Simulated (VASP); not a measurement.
Au: single point with PBEsol

The system is Au.

```
Au
1.0
     0.00000    2.11617    2.11617
     2.11617    0.00000    2.11617
     2.11617    2.11617    0.00000
Au
1
Direct
  0.00000 0.00000 0.00000
```

| Property | Result |
| --- | --- |
| Program | VASP 6.6.1 |
| Task | single point |
| Functional | PBEsol |
| Potentials or basis | VASP PAW PBE potentials, release 64 (Au) |
| Cutoff | 520 eV |
| k mesh | 12 × 12 × 12 |
| Occupations | fermi-dirac, width 0.06 eV |
| Spin | no spin polarisation |
| Dipole correction | no |
| Further INCAR settings | ALGO = Normal; EDIFF = 1e-06; NBANDS = 12 |

The pressure is -13.7 GPa.

Levels at points of the mesh, in eV from the Fermi level:
```
           k point  band 4  band 5  band 6  band 7  band 8  band 9
(0.00, 0.00, 0.00)   -4.08   -2.81   -2.81   14.65   18.03   18.03
(0.50, 0.00, 0.00)   -1.81   -1.81   -0.48    2.59   14.07   16.34
(0.50, 0.50, 0.00)   -1.55   -1.55    1.32    5.00    9.71    9.71
```

Run time: 7.2 s on 1 thread of Intel(R) Xeon(R) 6975P-C (Granite Rapids), on a shared host, peak memory 0.15 GiB.

Caveat: the PAW data sets were made with another functional, which shifts forces and pressure a little; spin-orbit coupling is left out, which moves the levels of the heavy elements.
